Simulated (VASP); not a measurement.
A run of VASP 6.6.1 is set up as follows.

The input INCAR:

```
ALGO     = Normal         # electronic algorithm
EDIFF    = 1E-6           # SCF threshold, eV
ENCUT    = 520            # plane-wave cutoff, eV
GGA      = PS             # functional
ISIF     = 2              # what is computed and relaxed
ISMEAR   = 0              # smearing method
LASPH    = True           # aspherical terms in the spheres
LCHARG   = False          # write CHGCAR
LREAL    = False          # projectors in reciprocal space
LWAVE    = False          # write WAVECAR
NBANDS   = 11             # bands
NELM     = 60             # most SCF steps
PREC     = Accurate       # precision mode
SIGMA    = 0.01           # smearing width, eV
```

File KPOINTS:

```
k-points
0
Gamma
  8 8 8
```

File POSCAR:

```
NaH
1.0
    0.0000000000      2.3956768562      2.3956768562
    2.3956768562      0.0000000000      2.3956768562
    2.3956768562      2.3956768562      0.0000000000
Na H
1 1
Direct
    0.0000000000      0.0000000000      0.0000000000
    0.5000000000      0.5000000000      0.5000000000
```

Potentials or basis: VASP PAW PBE potentials, release 64 (Na_pv, H).

Launch:

```bash
$ cat potpaw_PBE.64/Na_pv/POTCAR potpaw_PBE.64/H/POTCAR > POTCAR
$ mpirun -np 1 vasp_std > vasp.out
```

(1) What does it give for the band gap on the k mesh?

(2) Estimate the pressure.

Results:

(1) 3.60 eV (least direct gap 4.51 eV).

(2) 0.0 GPa.

Caveat: the PAW data sets were made with another functional, which shifts forces and pressure a little.
